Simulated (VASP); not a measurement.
Write the native input for VASP 6.6.1 that does the following.

- Task: single point
- Functional: PBE
- Potentials or basis: VASP PAW PBE potentials, release 64 (Hg, Te)
- Cutoff: 520 eV
- k mesh: 10 × 10 × 10
- Occupations: fermi-dirac, width 0.05 eV
- Spin: no spin polarisation
- Dipole correction: no
- Further INCAR settings: ALGO = Normal; EDIFF = 1e-06; NBANDS = 16

The structure of HgTe lies in POSCAR:

```
HgTe
1.0
   -3.0657731441      3.0657731441      1.5697375195
    3.0657731441     -3.0657731441      1.5697375195
    3.0657731441      3.0657731441     -1.5697375195
Hg Te
1 1
Direct
    0.7500000000      0.2500000000      0.5000000000
    0.0000000000      0.0000000000      0.0000000000
```

The input as run:

INCAR

```
SYSTEM = HgTe
PREC = Accurate
ENCUT = 520
EDIFF = 1E-6
ISMEAR = -1
SIGMA = 0.05
LREAL = .False.
LASPH = .True.
NELM = 80
ALGO = Normal
ISIF = 2
LWAVE = .False.
LCHARG = .False.
GGA = PE
NBANDS = 16
```

KPOINTS

```
regular mesh
0
Gamma
  10 10 10
  0 0 0
```

Potentials or basis: VASP PAW PBE potentials, release 64 (Hg, Te).

Command:

```bash
$ cat potpaw_PBE.64/Hg/POTCAR potpaw_PBE.64/Te/POTCAR > POTCAR
$ mpirun -np 1 vasp_std > vasp.out
```

It gave:

* Pressure: -0.7 GPa
* Band gap on the k mesh: zero (bands 9 and 10 overlap by 3.27 eV)

Caveat: spin-orbit coupling is left out, which moves the levels of the heavy elements.

It took 100 s on 1 thread of Intel Xeon 8259CL (shared host), peak memory 0.27 GiB.
